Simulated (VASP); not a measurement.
# Ge (Fd-3m) in VASP: notebook

The runs below take Ge through single point, with PBE-based screened hybrid, HSE06.

All numbers are computed with VASP 6.6.1; they aren't measurements. Logs are shortened: lines on timing, memory, paths and dates and some standing lists are left out, and cuts for length are marked.

### Step 1. The cell of the first run

Symmetry: Fd-3m, No. 227, cubic system. Conventional cell: a = 5.674 Å, b = 5.674 Å, c = 5.674 Å, α = 90.00°, β = 90.00°, γ = 90.00°. Within 3.2 Å of Ge (site symmetry -43m) lie 4 Ge at 2.46 Å.

### Step 2. Single point, PBE-based screened hybrid

Input file POSCAR:

```
Ge
1.0
    0.0000000000      2.8368735121      2.8368735121
    2.8368735121      0.0000000000      2.8368735121
    2.8368735121      2.8368735121      0.0000000000
Ge
2
Direct
    0.0000000000      0.0000000000      0.0000000000
    0.2500000000      0.2500000000      0.2500000000
```

Input file INCAR.step1:

```
SYSTEM = Ge
ALGO     = Normal         ! electronic algorithm
EDIFF    = 1E-5           ! SCF threshold, eV
ENCUT    = 520            ! plane-wave cutoff, eV
GGA      = PE             ! functional
ISIF     = 2              ! what is computed and relaxed
ISMEAR   = -1             ! smearing method
LASPH    = .True.         ! aspherical terms in the spheres
LCHARG   = .False.        ! write CHGCAR
LREAL    = .False.        ! projectors in reciprocal space
LWAVE    = .True.         ! write WAVECAR
NBANDS   = 21             ! bands
NELM     = 60             ! most SCF steps
PREC     = Accurate       ! precision mode
SIGMA    = 0.02           ! smearing width, eV
```

Input file INCAR.step2:

```
SYSTEM = Ge
AEXX     = 0.75           ! exact-exchange fraction
ALGO     = Normal         ! electronic algorithm
EDIFF    = 1E-7           ! SCF threshold, eV
ENCUT    = 520            ! plane-wave cutoff, eV
GGA      = PE             ! functional
HFSCREEN = 0.3            ! screening, 1/A
ISIF     = 2              ! what is computed and relaxed
ISMEAR   = -1             ! smearing method
ISTART   = 1            
LASPH    = .True.         ! aspherical terms in the spheres
LCHARG   = .False.        ! write CHGCAR
LHFCALC  = .True.         ! exact exchange
LREAL    = .False.        ! projectors in reciprocal space
LWAVE    = .False.        ! write WAVECAR
NBANDS   = 21             ! bands
NELM     = 60             ! most SCF steps
PREC     = Accurate       ! precision mode
PRECFOCK = Normal       
SIGMA    = 0.02           ! smearing width, eV
```

Input file KPOINTS:

```
k-points
0
Gamma
  4 4 4
  0 0 0
```

Potentials or basis: VASP PAW PBE potentials, release 64 (Ge_d).

On the command line:

```console
$ cat potpaw_PBE.64/Ge_d/POTCAR > POTCAR
$ cp INCAR.step1 INCAR
$ mpirun -np 1 vasp_std > vasp.out
$ cp INCAR.step2 INCAR
$ mpirun -np 1 vasp_std > vasp.out
```

OUTCAR:

```text
SYSTEM = Ge
   AEXX = 0.75
   EDIFF = 1E-7
   ENCUT = 520
   GGA = PE
   HFSCREEN = 0.3
   ISIF = 2
   ISMEAR = -1
   ISTART = 1
   LASPH = .True.
   LHFCALC = .True.
   LREAL = .False.
   NELM = 60
   PREC = Accurate
   PRECFOCK = Normal

 ion  position               nearest neighbor table
   1  0.000  0.000  0.000-   2 2.46   2 2.46   2 2.46   2 2.46
   2  0.250  0.250  0.250-   1 2.46   1 2.46   1 2.46   1 2.46

  LATTYP: Found a face centered cubic cell.
 ALAT       =     5.6737470242

  Lattice vectors:

 A1 = (   0.0000000000,   2.8368735121,   2.8368735121)
 A2 = (   2.8368735121,   0.0000000000,   2.8368735121)
 A3 = (   2.8368735121,   2.8368735121,   0.0000000000)

Analysis of symmetry for initial positions (statically):
=====================================================================
 Subroutine PRICEL returns:
 Original cell was already a primitive cell.

 Routine SETGRP: Setting up the symmetry group for a
 face centered cubic supercell.

 Subroutine GETGRP returns: Found 48 space group operations
 (whereof 24 operations were pure point group operations)
 out of a pool of 48 trial point group operations.

The static configuration has the point symmetry T_d .
 The point group associated with its full space group is O_h .

Analysis of symmetry for dynamics (positions and initial velocities):
=====================================================================
 Subroutine PRICEL returns:
 Original cell was already a primitive cell.

 Routine SETGRP: Setting up the symmetry group for a
 face centered cubic supercell.

 Subroutine GETGRP returns: Found 48 space group operations
 (whereof 24 operations were pure point group operations)
 out of a pool of 48 trial point group operations.

The dynamic configuration has the point symmetry T_d .
 The point group associated with its full space group is O_h .

 Subroutine INISYM returns: Found 48 space group operations
 (whereof 24 operations are pure point group operations),
 and found     1 'primitive' translations

----------------------------------------------------------------------------------------

                                     Primitive cell

  volume of cell :      45.6615

  direct lattice vectors                    reciprocal lattice vectors
     0.000000000  2.836873512  2.836873512    -0.176250368  0.176250368  0.176250368
     2.836873512  0.000000000  2.836873512     0.176250368 -0.176250368  0.176250368
     2.836873512  2.836873512  0.000000000     0.176250368  0.176250368 -0.176250368

  length of vectors
     4.011944996  4.011944996  4.011944996     0.305274592  0.305274592  0.305274592

  position of ions in fractional coordinates (direct lattice)
     0.000000000  0.000000000  0.000000000
     0.250000000  0.250000000  0.250000000

  ion indices of the primitive-cell ions
   primitive index   ion index
                 1           1
                 2           2

----------------------------------------------------------------------------------------

 KPOINTS: k-points

Automatic generation of k-mesh.
 Grid dimensions read from file:
 generate k-points for:    4    4    4

 Generating k-lattice:

  Cartesian coordinates                     Fractional coordinates (reciprocal lattice)
    -0.044062592  0.044062592  0.044062592     0.250000000  0.000000000  0.000000000
     0.044062592 -0.044062592  0.044062592     0.000000000  0.250000000  0.000000000
     0.044062592  0.044062592 -0.044062592     0.000000000  0.000000000  0.250000000

  Length of vectors
     0.076318648  0.076318648  0.076318648

  Shift w.r.t. Gamma in fractional coordinates (k-lattice)
     0.000000000  0.000000000  0.000000000

 Subroutine IBZKPT returns following result:
 ===========================================

 Found      8 irreducible k-points:

 Following reciprocal coordinates:
            Coordinates               Weight
  0.000000  0.000000  0.000000      1.000000
  0.250000  0.000000  0.000000      8.000000
  0.500000  0.000000  0.000000      4.000000
  0.250000  0.250000  0.000000      6.000000
  0.500000  0.250000  0.000000     24.000000
 -0.250000  0.250000  0.000000     12.000000
  0.500000  0.500000  0.000000      3.000000
 -0.250000  0.500000  0.250000      6.000000
   k-points           NKPTS =      8   k-points in BZ     NKDIM =     64   number of bands    NBANDS=     21
   number of dos      NEDOS =    301   number of ions     NIONS =      2
   total plane-waves  NPLWV =  27000
   dimension x,y,z NGX =    30 NGY =   30 NGZ =   30
   dimension x,y,z NGXF=    60 NGYF=   60 NGZF=   60
   ions per type =               2
   NGX,Y,Z   is equivalent  to a cutoff of  12.43, 12.43, 12.43 a.u.
   NGXF,Y,Z  is equivalent  to a cutoff of  24.86, 24.86, 24.86 a.u.
 SYSTEM =  Ge
   PREC   = accura    normal or accurate (medium, high low for compatibility)
   ISTART =      1    job   : 0-new  1-cont  2-samecut
   ICHARG =      0    charge: 1-file 2-atom 10-const
   ISPIN  =      1    spin polarized calculation?
   LNONCOLLINEAR =      F non collinear calculations
   LSORBIT =      F    spin-orbit coupling
   LASPH  =      T    aspherical Exc in radial PAW
   ENCUT  =  520.0 eV  38.22 Ry    6.18 a.u.   7.46  7.46  7.46*2*pi/ulx,y,z
   NELM   =     60;   NELMIN=  2; NELMDL=  0     # of ELM steps
   EDIFF  = 0.1E-06   stopping-criterion for ELM
   LREAL  =      F    real-space projection
   EDIFFG = 0.1E-05   stopping-criterion for IOM
   NSW    =      0    number of steps for IOM
   IBRION =     -1    ionic relax: 0-MD 1-quasi-New 2-CG
   NFREE  =      0    steps in history (QN), initial steepest desc. (CG)
   ISIF   =      2    stress and relaxation
   ISYM   =      3    0-nonsym 1-usesym 2-fastsym
   POTIM  = 0.5000    time-step for ionic-motion
   TEBEG  =    0.0;   TEEND  =   0.0 temperature during run
   PSTRESS=    0.0 pullay stress
   NELECT =      28.0000    total number of electrons
   NUPDOWN=      -1.0000    fix difference up-down
   EMIN   =  10.00;   EMAX   =-10.00  energy-range for DOS
   EFERMI =   0.00;   METHOD = LEGACY
   ISMEAR =    -1;   SIGMA  =   0.02  broadening in eV -4-tet -1-fermi 0-gaus
   EFERMI_NEDOS =   21; number of points for ismear=-14 and -15
   IALGO  =     38    algorithm
   IMIX   =      1    mixing-type and parameters
     AMIX     =   0.40;   BMIX     =  1.00
     AMIX_MAG =   1.60;   BMIX_MAG =  1.00
  volume/ion in A,a.u.               =      22.83       154.07
  Fermi-wavevector in a.u.,A,eV,Ry     =   1.390841  2.628309 26.319643  1.934439
  Thomas-Fermi vector in A             =   2.514738
   LORBIT       =      0    0 simple, 1 ext, 2 COOP (PROOUT), +10 PAW based schemes
   GGA     = PE    functional components
   LHFCALC =     T    Hartree Fock is set to
   PRECFOCK=normal    Normal, Fast or Accurate (Low or Medium for compatibility)
   ENCUT4O =  -1.0   cutoff for four orbital integrals eV
   NKREDX  =     1    reduce k-point grid by
   NKREDY  =     1    reduce k-point grid by
   NKREDZ  =     1    reduce k-point grid by
   AEXX    =    0.7500 exact exchange contribution
   HFSCREEN=    0.3000 screening length (either q_TF or 0.3 A-1)
   HFSCREENC=   0.3000 screening length for correlation (either q_TF or 0.3 A-1)
   ENCUTFOCK=  -1.0 apply spherical cutoff to Coloumb kernel
   IVDW    =     0    specifies the selected vdW correction
   LEPSILON=     F    determine dielectric tensor
   LRPA    =     F    only Hartree local field effects (RPA)
 non-spin polarized calculation
  energy-cutoff  :      520.00
  volume of cell :       45.66
 maximum number of plane-waves:      1243
 NGX is ok and might be reduce to    30
  NGX = 24; NGY = 24; NGZ = 24

 number of electron      28.0000015 magnetization

 Free energy of the ion-electron system (eV)
  ---------------------------------------------------
  ext. energy  EPLUGINS =         0.00000000
  ---------------------------------------------------
  free energy    TOTEN  =       -13.39945138 eV

  energy without entropy =      -13.39945138  energy(sigma->0) =      -13.39945138

 E-fermi :   4.5526     XC(G=0):  -5.2289

 val. band max:        4.0615801494   @ k =   0.0000   0.0000   0.0000
 cond. band min:       5.9920878104   @ k =   0.5000   0.0000   0.0000
 fundamental gap:      1.9305076610
 Fermi energy:         4.5525734840

 k-point     1 :       0.0000    0.0000    0.0000
  band No.  band energies     occupation
      1     -29.7926      2.00000
      2     -29.7926      2.00000
      3     -29.7926      2.00000
      4     -29.7524      2.00000
      5     -29.7524      2.00000
      6     -29.5584      2.00000
[... 13 lines left out ...]
     20      15.6931      0.00000
     21      15.6932      0.00000

 k-point     2 :       0.2500    0.0000    0.0000
  band No.  band energies     occupation
      1     -29.8105      2.00000
      2     -29.8105      2.00000
      3     -29.7852      2.00000
      4     -29.7252      2.00000
      5     -29.7252      2.00000
      6     -29.5762      2.00000
[... 13 lines left out ...]
     20      14.3979      0.00000
     21      14.3979      0.00000

 k-point     3 :       0.5000    0.0000    0.0000
  band No.  band energies     occupation
      1     -29.8178      2.00000
      2     -29.8178      2.00000
      3     -29.7775      2.00000
      4     -29.7119      2.00000
      5     -29.7119      2.00000
      6     -29.5815      2.00000
[... 13 lines left out ...]
     20      17.9896      0.00000
     21      18.0231      0.00000

 k-point     4 :       0.2500    0.2500    0.0000
  band No.  band energies     occupation
      1     -29.8119      2.00000
      2     -29.8119      2.00000
      3     -29.7967      2.00000
      4     -29.7195      2.00000
      5     -29.6866      2.00000
      6     -29.6374      2.00000
[... 13 lines left out ...]
     20      16.6952      0.00000
     21      16.9157      0.00000

 k-point     5 :       0.5000    0.2500    0.0000
  band No.  band energies     occupation
      1     -29.8381      2.00000
      2     -29.8242      2.00000
      3     -29.7556      2.00000
      4     -29.6860      2.00000
      5     -29.6692      2.00000
      6     -29.6522      2.00000
[... 13 lines left out ...]
     20      18.0437      0.00000
     21      18.5487      0.00000

 k-point     6 :      -0.2500    0.2500    0.0000
  band No.  band energies     occupation
      1     -29.8336      2.00000
      2     -29.8256      2.00000
      3     -29.7514      2.00000
      4     -29.7097      2.00000
      5     -29.6833      2.00000
      6     -29.6154      2.00000
[... 13 lines left out ...]
     20      16.1652      0.00000
     21      18.7138      0.00000

 k-point     7 :       0.5000    0.5000    0.0000
  band No.  band energies     occupation
      1     -29.8281      2.00000
      2     -29.8281      2.00000
      3     -29.7404      2.00000
      4     -29.7404      2.00000
      5     -29.6417      2.00000
      6     -29.6417      2.00000
[... 13 lines left out ...]
     20      18.8266      0.00000
     21      19.3397      0.00000

 k-point     8 :      -0.2500    0.5000    0.2500
  band No.  band energies     occupation
      1     -29.8405      2.00000
      2     -29.8405      2.00000
      3     -29.7011      2.00000
      4     -29.7011      2.00000
      5     -29.6496      2.00000
      6     -29.6496      2.00000
[... 13 lines left out ...]
     20      18.0629      0.00000
     21      19.9399      0.00000

------------------------ aborting loop because EDIFF is reached ----------------------------------------

  FORCE on cell =-STRESS in cart. coord.  units (eV):
  Direction    XX          YY          ZZ          XY          YZ          ZX
  --------------------------------------------------------------------------------------
  -------------------------------------------------------------------------------------
  Total       -0.8144689     -0.8144689     -0.8144689      0.0000000      0.0000000      0.0000000
  in kB      -28.5782216    -28.5782216    -28.5782216      0.0000000      0.0000000      0.0000000
  external PRESSURE =     -28.5782216 kB  Pullay stress =       0.0000000 kB

 VOLUME and BASIS-vectors are now :
 -----------------------------------------------------------------------------
  energy-cutoff  :      520.00
  volume of cell :       45.66
      direct lattice vectors                 reciprocal lattice vectors
     0.000000000  2.836873512  2.836873512    -0.176250368  0.176250368  0.176250368
     2.836873512  0.000000000  2.836873512     0.176250368 -0.176250368  0.176250368
     2.836873512  2.836873512  0.000000000     0.176250368  0.176250368 -0.176250368

 POSITION                                       TOTAL-FORCE (eV/Angst)
 -----------------------------------------------------------------------------------
      0.00000      0.00000      0.00000         0.000000      0.000000      0.000000
      1.41844      1.41844      1.41844        -0.000000     -0.000000     -0.000000
 -----------------------------------------------------------------------------------
    total drift:                                0.000000      0.000000      0.000000

  FREE ENERGIE OF THE ION-ELECTRON SYSTEM (eV)
  ---------------------------------------------------
  free  energy   TOTEN  =       -13.3994513768 eV

  energy  without entropy=      -13.3994513768  energy(sigma->0) =      -13.39945138
```

Run time: 10 min. Hardware: 1 thread of Intel Xeon Platinum 8481C at 2.70GHz (Sapphire Rapids), shared host; peak memory 0.27 GiB.

Results:

```yaml
Free_energy: -13.3995 eV
Pressure: -2.9 GPa
Band_gap_on_the_k_mesh: 1.93 eV, indirect (least direct gap 2.46 eV)
```

Levels at points of the mesh, in eV from the valence-band top:
```tsv
k point	band 12	band 13	band 14	band 15	band 16	band 17
(0.00, 0.00, 0.00)	0.00	0.00	0.00	2.46	4.26	4.26
(0.50, 0.00, 0.00)	-9.12	-1.63	-1.63	1.93	5.51	5.51
(0.50, 0.50, 0.00)	-10.78	-3.65	-3.65	2.10	2.10	12.75
```

Caveat: the k points lie up to 0.48 Å⁻¹ apart; the PAW data sets were made with another functional, which shifts forces and pressure a little. A k mesh can miss the band edges.

### Step 3. Single point, HSE06

POSCAR is that of step 2.

Input file INCAR.step1:

```
ALGO     = Normal         # electronic algorithm
EDIFF    = 1E-5           # SCF threshold, eV
ENCUT    = 520            # plane-wave cutoff, eV
GGA      = PE             # functional
ISIF     = 2              # what is computed and relaxed
ISMEAR   = -1             # smearing method
LASPH    = True           # aspherical terms in the spheres
LREAL    = False          # projectors in reciprocal space
LWAVE    = True           # write WAVECAR
NBANDS   = 21             # bands
NELM     = 100            # most SCF steps
PREC     = Accurate       # precision mode
SIGMA    = 0.02           # smearing width, eV
```

Input file INCAR.step2:

```
ALGO     = Normal         # electronic algorithm
EDIFF    = 1E-6           # SCF threshold, eV
ENCUT    = 520            # plane-wave cutoff, eV
GGA      = PE             # functional
HFSCREEN = 0.2079         # screening, 1/A
ISIF     = 2              # what is computed and relaxed
ISMEAR   = -1             # smearing method
ISTART   = 1            
LASPH    = True           # aspherical terms in the spheres
LCHARG   = True           # write CHGCAR
LELF     = True           # ELF
LHFCALC  = True           # exact exchange
LREAL    = False          # projectors in reciprocal space
LVHAR    = True         
LWAVE    = False          # write WAVECAR
NBANDS   = 21             # bands
NELM     = 100            # most SCF steps
PREC     = Accurate       # precision mode
PRECFOCK = Normal       
SIGMA    = 0.02           # smearing width, eV
```

Input file KPOINTS:

```
k-points
0
Gamma
  4 4 4
```

Potentials or basis: VASP PAW PBE potentials, release 64 (Ge_d).

On the command line:

```console
$ cat potpaw_PBE.64/Ge_d/POTCAR > POTCAR
$ cp INCAR.step1 INCAR
$ mpirun -np 1 vasp_std > vasp.out
$ cp INCAR.step2 INCAR
$ mpirun -np 1 vasp_std > vasp.out
```

It took 6.7 min on 1 thread of Intel Xeon Platinum 8481C at 2.70GHz (Sapphire Rapids), shared host; peak memory 0.27 GiB.

The run converged. Its results:

- Free energy: -10.4580 eV
- Pressure: 0.5 GPa
- Band gap on the k mesh: 0.85 eV, indirect (least direct gap 0.88 eV)

Levels at points of the mesh, in eV from the valence-band top:
```tsv
k point	band 11	band 12	band 13	band 14	band 15	band 16	band 17	band 18
(0.00, 0.00, 0.00)	-13.94	0.00	0.00	0.00	0.88	3.24	3.24	3.24
(0.50, 0.00, 0.00)	-11.64	-8.22	-1.50	-1.50	0.85	4.48	4.48	7.96
(0.50, 0.50, 0.00)	-9.64	-9.64	-3.31	-3.31	1.33	1.33	10.75	10.75
```

Caveat: the k points lie up to 0.48 Å⁻¹ apart; the PAW data sets were made with another functional, which shifts forces and pressure a little. A k mesh can miss the band edges.
